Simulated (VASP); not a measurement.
Runs of VASP 6.6.1 on CoO. The structure is cubic, space group Fm-3m (No. 225). Conventional cell: a = 4.263 Å, b = 4.263 Å, c = 4.263 Å, α = 90.00°, β = 90.00°, γ = 90.00°. Co (site symmetry m-3m) has 6 O at 2.13 Å within 2.8 Å. Within 2.8 Å of O (site symmetry m-3m) lie 6 Co at 2.13 Å. 

```csv
level,spin,U,gap on the mesh (eV),pressure (GPa),moment (μB)
PBE+U,"collinear, ferromagnetic start",Co d U = 3.3 eV,none,-1.9,6.00
PBE+U,"collinear, antiferromagnetic start",Co d U = 3.3 eV,none,(a),0.00
PBE,"collinear, ferromagnetic start",-,none,-2.3,5.81
PBE,off,-,none,(b),-
r2SCAN,off,-,none,-25.5,-
PBE,"collinear, antiferromagnetic start",-,none,-4.6,0.00
PBE+U,off,Co d U = 3.3 eV,none,-19.7,-
```

Alike in all rows: task single point; potentials or basis VASP PAW PBE potentials, release 64 (Co, O); cell as given; k mesh 5 × 10 × 10; cutoff (eV) 520; smearing fermi-dirac 0.05 eV.

Q: Estimate the missing entries.

A: (a) -1.6; (b) -19.5.

Caveats: semilocal functionals often make such compounds metallic where correlation or magnetic order opens a gap, which also shifts bond lengths (at least some runs); the cell stands under tension (at least some runs); the PAW data sets were made with another functional, which shifts forces and pressure a little (at least some runs); U without spin polarisation on a metal has little footing (at least some runs).

A gap of «none» marks levels without a gap at the run's occupations.
